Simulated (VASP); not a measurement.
# Nb (Fd-3m) in VASP: further runs

Runs on Nb. Level: PBEsol. Tasks: single point, relaxation of cell and atoms.

Everything below comes from runs of VASP 6.6.1. Logs are shortened: lines on timing, memory, paths and dates and some standing lists are left out, and cuts for length are marked.

### Step 1. The cell of the first run

It takes space group Fd-3m (No. 227, cubic). The conventional cell has a = 5.806 Å, b = 5.806 Å, c = 5.806 Å, α = 90.00°, β = 90.00°, γ = 90.00°. Nb (site symmetry -43m) has 4 Nb at 2.51 Å within 3.3 Å.

This isn't the form of Nb at room conditions, which is bcc.

### Step 2. Single point, PBEsol

Contents of INCAR:

```
ALGO = Normal
EDIFF = 1E-6
ENCUT = 500
GGA = PS
GGA_COMPAT = F
ISIF = 2
ISMEAR = 0
LASPH = T
LCHARG = F
LREAL = F
LWAVE = F
NBANDS = 20
NELM = 120
PREC = Accurate
SIGMA = 0.1
```

Contents of KPOINTS:

```
k-points
0
Gamma
  16 16 16
```

Contents of POSCAR:

```
Nb
1.0
    0.0000000000      2.9029994978      2.9029994978
    2.9029994978      0.0000000000      2.9029994978
    2.9029994978      2.9029994978      0.0000000000
Nb
2
Direct
    0.0000000000      0.0000000000      0.0000000000
    0.2500000000      0.2500000000      0.2500000000
```

Potentials or basis: VASP PAW PBE potentials, release 64 (Nb_sv).

Launch:

```
> cat potpaw_PBE.64/Nb_sv/POTCAR > POTCAR
> mpirun -np 1 vasp_std > vasp.out
```

OUTCAR:

```text
EDIFF = 1E-6
   ENCUT = 500
   GGA = PS
   ISIF = 2
   ISMEAR = 0
   LASPH = T
   LREAL = F
   NELM = 120
   PREC = Accurate

 ion  position               nearest neighbor table
   1  0.000  0.000  0.000-   2 2.51   2 2.51   2 2.51   2 2.51
   2  0.250  0.250  0.250-   1 2.51   1 2.51   1 2.51   1 2.51

  LATTYP: Found a face centered cubic cell.
 ALAT       =     5.8059989956

  Lattice vectors:

 A1 = (   0.0000000000,   2.9029994978,   2.9029994978)
 A2 = (   2.9029994978,   0.0000000000,   2.9029994978)
 A3 = (   2.9029994978,   2.9029994978,   0.0000000000)

Analysis of symmetry for initial positions (statically):
=====================================================================
 Subroutine PRICEL returns:
 Original cell was already a primitive cell.

 Routine SETGRP: Setting up the symmetry group for a
 face centered cubic supercell.

 Subroutine GETGRP returns: Found 48 space group operations
 (whereof 24 operations were pure point group operations)
 out of a pool of 48 trial point group operations.

The static configuration has the point symmetry T_d .
 The point group associated with its full space group is O_h .

Analysis of symmetry for dynamics (positions and initial velocities):
=====================================================================
 Subroutine PRICEL returns:
 Original cell was already a primitive cell.

 Routine SETGRP: Setting up the symmetry group for a
 face centered cubic supercell.

 Subroutine GETGRP returns: Found 48 space group operations
 (whereof 24 operations were pure point group operations)
 out of a pool of 48 trial point group operations.

The dynamic configuration has the point symmetry T_d .
 The point group associated with its full space group is O_h .

 Subroutine INISYM returns: Found 48 space group operations
 (whereof 24 operations are pure point group operations),
 and found     1 'primitive' translations

----------------------------------------------------------------------------------------

                                     Primitive cell

  volume of cell :      48.9295

  direct lattice vectors                    reciprocal lattice vectors
     0.000000000  2.902999498  2.902999498    -0.172235648  0.172235648  0.172235648
     2.902999498  0.000000000  2.902999498     0.172235648 -0.172235648  0.172235648
     2.902999498  2.902999498  0.000000000     0.172235648  0.172235648 -0.172235648

  length of vectors
     4.105461261  4.105461261  4.105461261     0.298320893  0.298320893  0.298320893

  position of ions in fractional coordinates (direct lattice)
     0.000000000  0.000000000  0.000000000
     0.250000000  0.250000000  0.250000000

  ion indices of the primitive-cell ions
   primitive index   ion index
                 1           1
                 2           2

----------------------------------------------------------------------------------------

 KPOINTS: k-points

Automatic generation of k-mesh.
 Grid dimensions read from file:
 generate k-points for:   16   16   16

 Generating k-lattice:

  Cartesian coordinates                     Fractional coordinates (reciprocal lattice)
    -0.010764728  0.010764728  0.010764728     0.062500000  0.000000000  0.000000000
     0.010764728 -0.010764728  0.010764728     0.000000000  0.062500000  0.000000000
     0.010764728  0.010764728 -0.010764728     0.000000000  0.000000000  0.062500000

  Length of vectors
     0.018645056  0.018645056  0.018645056

  Shift w.r.t. Gamma in fractional coordinates (k-lattice)
     0.000000000  0.000000000  0.000000000

 Subroutine IBZKPT returns following result:
 ===========================================

 Found    145 irreducible k-points:

 Following reciprocal coordinates:
            Coordinates               Weight
  0.000000  0.000000  0.000000      1.000000
  0.062500  0.000000  0.000000      8.000000
  0.125000  0.000000  0.000000      8.000000
  0.187500  0.000000  0.000000      8.000000
  0.250000  0.000000  0.000000      8.000000
  0.312500  0.000000  0.000000      8.000000
[... 16 lines left out ...]
 -0.125000  0.062500  0.000000     24.000000
 -0.062500  0.062500  0.000000     12.000000
 [... further k-points ...]
   k-points           NKPTS =    145   k-points in BZ     NKDIM =    145   number of bands    NBANDS=     20
   number of dos      NEDOS =    301   number of ions     NIONS =      2
   total plane-waves  NPLWV =  27000
   dimension x,y,z NGX =    30 NGY =   30 NGZ =   30
   dimension x,y,z NGXF=    60 NGYF=   60 NGZF=   60
   ions per type =               2
   NGX,Y,Z   is equivalent  to a cutoff of  12.15, 12.15, 12.15 a.u.
   NGXF,Y,Z  is equivalent  to a cutoff of  24.30, 24.30, 24.30 a.u.
 SYSTEM =  unknown system
   PREC   = accura    normal or accurate (medium, high low for compatibility)
   ISTART =      0    job   : 0-new  1-cont  2-samecut
   ICHARG =      2    charge: 1-file 2-atom 10-const
   ISPIN  =      1    spin polarized calculation?
   LNONCOLLINEAR =      F non collinear calculations
   LSORBIT =      F    spin-orbit coupling
   LASPH  =      T    aspherical Exc in radial PAW
   ENCUT  =  500.0 eV  36.75 Ry    6.06 a.u.   7.49  7.49  7.49*2*pi/ulx,y,z
   NELM   =    120;   NELMIN=  2; NELMDL= -5     # of ELM steps
   EDIFF  = 0.1E-05   stopping-criterion for ELM
   LREAL  =      F    real-space projection
   EDIFFG = 0.1E-04   stopping-criterion for IOM
   NSW    =      0    number of steps for IOM
   IBRION =     -1    ionic relax: 0-MD 1-quasi-New 2-CG
   NFREE  =      0    steps in history (QN), initial steepest desc. (CG)
   ISIF   =      2    stress and relaxation
   ISYM   =      2    0-nonsym 1-usesym 2-fastsym
   POTIM  = 0.5000    time-step for ionic-motion
   TEBEG  =    0.0;   TEEND  =   0.0 temperature during run
   PSTRESS=    0.0 pullay stress
   NELECT =      26.0000    total number of electrons
   NUPDOWN=      -1.0000    fix difference up-down
   EMIN   =  10.00;   EMAX   =-10.00  energy-range for DOS
   EFERMI =   0.00;   METHOD = LEGACY
   ISMEAR =     0;   SIGMA  =   0.10  broadening in eV -4-tet -1-fermi 0-gaus
   EFERMI_NEDOS =   21; number of points for ismear=-14 and -15
   IALGO  =     38    algorithm
   IMIX   =      4    mixing-type and parameters
     AMIX     =   0.40;   BMIX     =  1.00
     AMIX_MAG =   1.60;   BMIX_MAG =  1.00
  volume/ion in A,a.u.               =      24.46       165.10
  Fermi-wavevector in a.u.,A,eV,Ry     =   1.325996  2.505770 23.922665  1.758266
  Thomas-Fermi vector in A             =   2.455416
   LORBIT       =      0    0 simple, 1 ext, 2 COOP (PROOUT), +10 PAW based schemes
   GGA     = PS    functional components
   LHFCALC =     F    Hartree Fock is set to
   AEXX    =    0.0000 exact exchange contribution
   IVDW    =     0    specifies the selected vdW correction
   LEPSILON=     F    determine dielectric tensor
   LRPA    =     F    only Hartree local field effects (RPA)
 non-spin polarized calculation
 Gauss-broadening in eV      SIGMA  =   0.10
  energy-cutoff  :      500.00
  volume of cell :       48.93
 maximum number of plane-waves:      1266
 NGX is ok and might be reduce to    30
   NGX = 15   NGY = 15   NGZ = 15

 number of electron      26.0000004 magnetization

 Free energy of the ion-electron system (eV)
  ---------------------------------------------------
  ext. energy  EPLUGINS =         0.00000000
  ---------------------------------------------------
  free energy    TOTEN  =       -16.60440918 eV

  energy without entropy =      -16.58867952  energy(sigma->0) =      -16.59654435

 E-fermi :   7.1346     XC(G=0): -10.7128

 val. band max:        7.1319428260   @ k =   0.3750   0.2500   0.0625
 cond. band min:       7.1355987518   @ k =  -0.3125   0.3125   0.0625
 fundamental gap:      0.0036559257
 Fermi energy:         7.1345906589

 k-point     1 :       0.0000    0.0000    0.0000
  band No.  band energies     occupation
      1     -47.3263      2.00000
      2     -46.5076      2.00000
      3     -23.7770      2.00000
      4     -23.7770      2.00000
      5     -23.7770      2.00000
      6     -22.5006      2.00000
[... 12 lines left out ...]
     19      12.6711      0.00000
     20      17.7731      0.00000

 k-point     2 :       0.0625    0.0000    0.0000
  band No.  band energies     occupation
      1     -47.3207      2.00000
      2     -46.5138      2.00000
      3     -23.7836      2.00000
      4     -23.7836      2.00000
      5     -23.7770      2.00000
      6     -22.5005      2.00000
[... 12 lines left out ...]
     19      12.6586      0.00000
     20      17.4400      0.00000

 k-point     3 :       0.1250    0.0000    0.0000
  band No.  band energies     occupation
      1     -47.3041      2.00000
      2     -46.5318      2.00000
      3     -23.8021      2.00000
      4     -23.8021      2.00000
      5     -23.7771      2.00000
      6     -22.4998      2.00000
[... 12 lines left out ...]
     19      12.6192      0.00000
     20      17.0481      0.00000

 k-point     4 :       0.1875    0.0000    0.0000
  band No.  band energies     occupation
      1     -47.2778      2.00000
      2     -46.5603      2.00000
      3     -23.8287      2.00000
      4     -23.8287      2.00000
      5     -23.7777      2.00000
      6     -22.4981      2.00000
[... 12 lines left out ...]
     19      12.5467      0.00000
     20      16.7906      0.00000

 k-point     5 :       0.2500    0.0000    0.0000
  band No.  band energies     occupation
      1     -47.2437      2.00000
      2     -46.5969      2.00000
      3     -23.8588      2.00000
      4     -23.8588      2.00000
      5     -23.7793      2.00000
      6     -22.4951      2.00000
[... 12 lines left out ...]
     19      12.4320      0.00000
     20      16.2626      0.00000
[... 353 lines left out ...]
      6     -22.5216      2.00000
[... 12 lines left out ...]
     19      12.6470      0.00000
     20      15.7779      0.00000

 k-point    22 :      -0.1875    0.0625    0.0000
  band No.  band energies     occupation
      1     -47.2624      2.00000
      2     -46.5769      2.00000
      3     -23.8727      2.00000
      4     -23.8319      2.00000
      5     -23.7564      2.00000
      6     -22.5186      2.00000
[... 12 lines left out ...]
     19      12.7308      0.00000
     20      16.7564      0.00000

 k-point    23 :      -0.1250    0.0625    0.0000
  band No.  band energies     occupation
      1     -47.2915      2.00000
      2     -46.5455      2.00000
      3     -23.8377      2.00000
      4     -23.8059      2.00000
      5     -23.7628      2.00000
      6     -22.5139      2.00000
[... 12 lines left out ...]
     19      12.7522      0.00000
     20      16.9288      0.00000

 k-point    24 :      -0.0625    0.0625    0.0000
  band No.  band energies     occupation
      1     -47.3114      2.00000
      2     -46.5239      2.00000
      3     -23.8063      2.00000
      4     -23.7887      2.00000
      5     -23.7700      2.00000
      6     -22.5075      2.00000
[... 12 lines left out ...]
     19      12.7242      0.00000
     20      17.1791      0.00000

 [... further k-points ...]

------------------------ aborting loop because EDIFF is reached ----------------------------------------

  FORCE on cell =-STRESS in cart. coord.  units (eV):
  Direction    XX          YY          ZZ          XY          YZ          ZX
  --------------------------------------------------------------------------------------
  -------------------------------------------------------------------------------------
  Total        0.0030338      0.0030338      0.0030338      0.0000000      0.0000000      0.0000000
  in kB        0.0993400      0.0993400      0.0993400      0.0000000      0.0000000      0.0000000
  external PRESSURE =       0.0993400 kB  Pullay stress =       0.0000000 kB

 VOLUME and BASIS-vectors are now :
 -----------------------------------------------------------------------------
  energy-cutoff  :      500.00
  volume of cell :       48.93
      direct lattice vectors                 reciprocal lattice vectors
     0.000000000  2.902999498  2.902999498    -0.172235648  0.172235648  0.172235648
     2.902999498  0.000000000  2.902999498     0.172235648 -0.172235648  0.172235648
     2.902999498  2.902999498  0.000000000     0.172235648  0.172235648 -0.172235648

 POSITION                                       TOTAL-FORCE (eV/Angst)
 -----------------------------------------------------------------------------------
      0.00000      0.00000      0.00000        -0.000000     -0.000000      0.000000
      1.45150      1.45150      1.45150         0.000000      0.000000     -0.000000
 -----------------------------------------------------------------------------------
    total drift:                                0.000000     -0.000000      0.000000

  FREE ENERGIE OF THE ION-ELECTRON SYSTEM (eV)
  ---------------------------------------------------
  free  energy   TOTEN  =       -16.6044091777 eV

  energy  without entropy=      -16.5886795170  energy(sigma->0) =      -16.59654435
```

It took 3.6 min on 1 thread of Intel Xeon 8259CL, shared host; peak memory 0.24 GiB.

What came out:

* Free energy: -16.6044 eV
* Pressure: 0.0 GPa
* Band gap on the k mesh: zero (bands 13 and 14 overlap by 1.57 eV)

Levels at points of the mesh, in eV from the Fermi level:
```tsv
k point	band 11	band 12	band 13	band 14	band 15	band 16
(0.00, 0.00, 0.00)	-1.62	-0.57	-0.57	-0.57	1.99	1.99
(0.50, 0.00, 0.00)	-1.42	-1.42	-0.84	-0.84	0.76	3.15
(0.50, 0.50, 0.00)	-0.78	-0.78	0.48	0.48	1.30	1.30
```

Caveat: the PAW data sets were made with another functional, which shifts forces and pressure a little.

### Step 3. Relaxation of cell and atoms, PBEsol

Contents of INCAR:

```
SYSTEM = Nb
ALGO = Normal
EDIFF = 1E-7
EDIFFG = -0.01
ENCUT = 500
GGA = PS
GGA_COMPAT = .FALSE.
IBRION = 2
ISIF = 3
ISMEAR = 0
LASPH = .TRUE.
LCHARG = .FALSE.
LREAL = .FALSE.
LWAVE = .FALSE.
NELM = 120
NELMIN = 4
NSW = 100
PREC = Accurate
SIGMA = 0.1
```

Contents of KPOINTS:

```
k-points
0
G
  16 16 16
  0 0 0
```

Contents of POSCAR:

```
Nb
1.0
    0.0000000000      2.9040911184      2.9040911184
    2.9040911184      0.0000000000      2.9040911184
    2.9040911184      2.9040911184      0.0000000000
Nb
2
Direct
    0.0000000000      0.0000000000      0.0000000000
    0.2500000000      0.2500000000      0.2500000000
```

Potentials or basis: VASP PAW PBE potentials, release 64 (Nb_sv).

Launch:

```
> cat potpaw_PBE.64/Nb_sv/POTCAR > POTCAR
> mpirun -np 1 vasp_std > vasp.out
```

OUTCAR:

```text
SYSTEM = Nb
   EDIFF = 1E-7
   EDIFFG = -0.01
   ENCUT = 500
   GGA = PS
   IBRION = 2
   ISIF = 3
   ISMEAR = 0
   LASPH = .TRUE.
   LREAL = .FALSE.
   NELM = 120
   NELMIN = 4
   NSW = 100
   PREC = Accurate

 ion  position               nearest neighbor table
   1  0.000  0.000  0.000-   2 2.52   2 2.52   2 2.52   2 2.52
   2  0.250  0.250  0.250-   1 2.52   1 2.52   1 2.52   1 2.52

  LATTYP: Found a face centered cubic cell.
 ALAT       =     5.8081822368

  Lattice vectors:

 A1 = (   0.0000000000,   2.9040911184,   2.9040911184)
 A2 = (   2.9040911184,   0.0000000000,   2.9040911184)
 A3 = (   2.9040911184,   2.9040911184,   0.0000000000)

Analysis of symmetry for initial positions (statically):
=====================================================================
 Subroutine PRICEL returns:
 Original cell was already a primitive cell.

 Routine SETGRP: Setting up the symmetry group for a
 face centered cubic supercell.

 Subroutine GETGRP returns: Found 48 space group operations
 (whereof 24 operations were pure point group operations)
 out of a pool of 48 trial point group operations.

The static configuration has the point symmetry T_d .
 The point group associated with its full space group is O_h .
[... 171 lines left out ...]
  -------------------------------------------------------------------------------------
  Total       -0.0261366     -0.0261366     -0.0261366      0.0000000      0.0000000      0.0000000
  in kB       -0.8548672     -0.8548672     -0.8548672      0.0000000      0.0000000      0.0000000
  external PRESSURE =      -0.8548672 kB  Pullay stress =       0.0000000 kB
[... 59 lines left out ...]
--------------------------------------- Ionic step        3  -------------------------------------------

 number of electron      26.0000004 magnetization

 Free energy of the ion-electron system (eV)
  ---------------------------------------------------
  ext. energy  EPLUGINS =         0.00000000
  ---------------------------------------------------
  free energy    TOTEN  =       -16.60446451 eV

  energy without entropy =      -16.58873349  energy(sigma->0) =      -16.59659900

 E-fermi :   7.1340     XC(G=0): -10.7126

 val. band max:        7.1313172859   @ k =   0.3750   0.2500   0.0625
 cond. band min:       7.1349429326   @ k =  -0.3125   0.3125   0.0625
 fundamental gap:      0.0036256468
 Fermi energy:         7.1339702956

 k-point     1 :       0.0000    0.0000    0.0000
  band No.  band energies     occupation
      1     -47.3270      2.00000
      2     -46.5084      2.00000
      3     -23.7776      2.00000
      4     -23.7776      2.00000
      5     -23.7776      2.00000
      6     -22.5014      2.00000
[... 457 lines left out ...]
      4     -23.7893      2.00000
      5     -23.7706      2.00000
      6     -22.5082      2.00000
[... 9 lines left out ...]
     16       9.0449      0.00000
     17       9.1466      0.00000

 [... further k-points ...]

------------------------ aborting loop because EDIFF is reached ----------------------------------------

  FORCE on cell =-STRESS in cart. coord.  units (eV):
  Direction    XX          YY          ZZ          XY          YZ          ZX
  --------------------------------------------------------------------------------------
  -------------------------------------------------------------------------------------
  Total       -0.0004102     -0.0004102     -0.0004102      0.0000000     -0.0000000      0.0000000
  in kB       -0.0134315     -0.0134315     -0.0134315      0.0000000     -0.0000000      0.0000000
  external PRESSURE =      -0.0134315 kB  Pullay stress =       0.0000000 kB
[... 17 lines left out ...]
  FREE ENERGIE OF THE ION-ELECTRON SYSTEM (eV)
  ---------------------------------------------------
  free  energy   TOTEN  =       -16.6044645123 eV

  energy  without entropy=      -16.5887334907  energy(sigma->0) =      -16.59659900

 reached required accuracy - stopping structural energy minimisation
```

It took 6 min on 1 thread of Intel Xeon 8259CL, shared host; peak memory 0.24 GiB.

What came out:

| Property | Result |
| --- | --- |
| Free energy | -16.6045 eV |
| Relaxed volume | 24.47 Å³/atom |
| Relaxed cell | a = 4.106 Å, b = 4.106 Å, c = 4.106 Å, α = 60.00°, β = 60.00°, γ = 60.00° |
| Space group after relaxing (to 0.1 Å) | Fd-3m (No. 227) |
| Energy gained by relaxing | 0.0 meV/atom |
| Ionic steps | 3 |
| Pressure after relaxing | 0.0 GPa |
| Band gap on the k mesh | zero (bands 13 and 14 overlap by 1.57 eV) |

Final structure:
```
Nb
1.0
     0.00000    2.90306    2.90306
     2.90306    0.00000    2.90306
     2.90306    2.90306    0.00000
Nb
2
Direct
  0.00000 0.00000 0.00000
  0.25000 0.25000 0.25000
```

Caveat: the PAW data sets were made with another functional, which shifts forces and pressure a little.
